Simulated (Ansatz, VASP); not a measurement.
Li2Se in VASP and in Ansatz

File INCAR:

```
SYSTEM = Li2Se
PREC = Accurate ; ENCUT = 750
EDIFF = 1E-6 ; ISMEAR = 0
SIGMA = 0.02 ; LREAL = .FALSE.
LASPH = .TRUE. ; NELM = 120
ALGO = Normal ; ISIF = 2
LWAVE = .FALSE. ; LCHARG = .TRUE.
GGA = PE ; LELF = .TRUE.
LVHAR = .TRUE. ; NBANDS = 13
GGA_COMPAT = .FALSE.
```

The input KPOINTS:

```
Automatic mesh
0
G
  8 8 8
  0 0 0
```

The input POSCAR:

```
Li2Se
1.0
    0.0000000000      3.0025000000      3.0025000000
    3.0025000000      0.0000000000      3.0025000000
    3.0025000000      3.0025000000      0.0000000000
Li Se
2 1
Direct
    0.2500000000      0.2500000000      0.2500000000
    0.7500000000      0.7500000000      0.7500000000
    0.0000000000      0.0000000000      0.0000000000
```

Input for Ansatz:

```yaml
crystal:
  lattice:
    - [0.0, 3.0025, 3.0025]
    - [3.0025, 0.0, 3.0025]
    - [3.0025, 3.0025, 0.0]
  atoms:
    - { symbol: Li, position: [0.25, 0.25, 0.25] }
    - { symbol: Li, position: [0.75, 0.75, 0.75] }
    - { symbol: Se, position: [0.0, 0.0, 0.0] }
basis:
  ecutwfc: 420
kpoints:
  mp_grid: { grid: [8, 8, 8] }
  band_path: { path: [VBM, CBM], npoints: 2 }
hamiltonian:
  xc: pbe
scf:
  occupations: { method: gaussian, width: 0.02 }
output:
  forces: false
  stress: false
  eigenvalues: true
checkpoint:
  read: start.run
  write: ck
  compress: false
  write_wavefunctions: false
  write_every: 100000
```

Alike in both runs: task single point; functional PBE; k mesh 8 × 8 × 8; occupations gaussian, width 0.02 eV; no spin polarisation.

|  | VASP | Ansatz |
| --- | --- | --- |
| version | VASP 6.6.1 | Ansatz 0.2.0 |
| potentials or method | VASP PAW PBE potentials, release 64 (Li_sv, Se), cutoff 750 eV | scalar-relativistic, plane waves, PAW |
| valence electrons in the cell | 12 | 22 |

VASP gave:

| Quantity | Value |
| --- | --- |
| gap on the k mesh at the Fermi level (eV) | 2.97 |
| least direct gap on the mesh (eV) | 3.38 |

Q: Which values does Ansatz return?

A: gap on the k mesh at the Fermi level (eV): 2.98; least direct gap on the mesh (eV): 3.38.

VASP's potentials hold 12 valence electrons a cell and Ansatz's 22, so a difference there can come from the potentials and not from the codes.
